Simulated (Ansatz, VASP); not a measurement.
## GaP: VASP beside Ansatz

INCAR

```
ALGO     = Normal         # electronic algorithm
EDIFF    = 1E-6           # SCF threshold, eV
ENCUT    = 520            # plane-wave cutoff, eV
GGA      = PE             # functional
ISIF     = 2              # what is computed and relaxed
ISMEAR   = -1             # smearing method
LASPH    = T              # aspherical terms in the spheres
LCHARG   = F              # write CHGCAR
LREAL    = F              # projectors in reciprocal space
LWAVE    = F              # write WAVECAR
NBANDS   = 26             # bands
NELM     = 80             # most SCF steps
PREC     = Accurate       # precision mode
SIGMA    = 0.05           # smearing width, eV
```

KPOINTS

```
k-points
0
Gamma
  8 8 8
```

The input POSCAR:

```
GaP
1.0
    1.9430151755      1.1218003346      6.4308101003
   -1.9430151755      1.1218003346      6.4308101003
    0.0000000000     -2.2436006692      6.4308101003
Ga P
2 2
Direct
    0.5646280000      0.5646280000      0.5646280000
    0.4353720000      0.4353720000      0.4353720000
    0.9426110000      0.9426110000      0.9426110000
    0.0573890000      0.0573890000      0.0573890000
```

input.yaml

```yaml
crystal:
  lattice:
    - [1.9430151755, 1.1218003346, 6.4308101003]
    - [-1.9430151755, 1.1218003346, 6.4308101003]
    - [0.0, -2.2436006692, 6.4308101003]
  atoms:
    - { symbol: Ga, position: [0.564628, 0.564628, 0.564628] }
    - { symbol: Ga, position: [0.435372, 0.435372, 0.435372] }
    - { symbol: P, position: [0.942611, 0.942611, 0.942611] }
    - { symbol: P, position: [0.057389, 0.057389, 0.057389] }
kpoints:
  mp_grid: { grid: [8, 8, 8] }
scf:
  occupations: { method: fermi_dirac, width: 0.05 }
hamiltonian:
  xc: pbe
  pseudopotentials: { kind: all_electron, lapw: { basis_error: 0.001 } }
output:
  forces: true
  stress: true
  eigenvalues: true
```

Alike in both runs: task single point; functional PBE; k mesh 8 × 8 × 8; occupations fermi-dirac, width 0.05 eV; no spin polarisation.

|  | VASP | Ansatz |
| --- | --- | --- |
| version | VASP 6.6.1 | Ansatz 0.2.0 |
| potentials or method | VASP PAW PBE potentials, release 64 (Ga_d, P), cutoff 520 eV | all-electron LAPW, scalar-relativistic |

|  | VASP | Ansatz | Ansatz less VASP |
| --- | --- | --- | --- |
| gap on the k mesh at the Fermi level (eV) | 0.84 | 0.83 | -0.005 |
| least direct gap on the mesh (eV) | 1.13 | 1.13 | +0.008 |
| pressure (GPa) | 0.0 | 0.0 | +0.02 |
| traceless stress, the component that is largest in VASP (GPa) | 0.07 | 0.14 | +0.075 |
| rms of the force components (eV/Å) | 0.023 | 0.030 | +0.0078 |

Atom by atom the forces differ by 0.016 eV/Å (rms over components). Ansatz ran all-electron here, and VASP with PAW potentials.
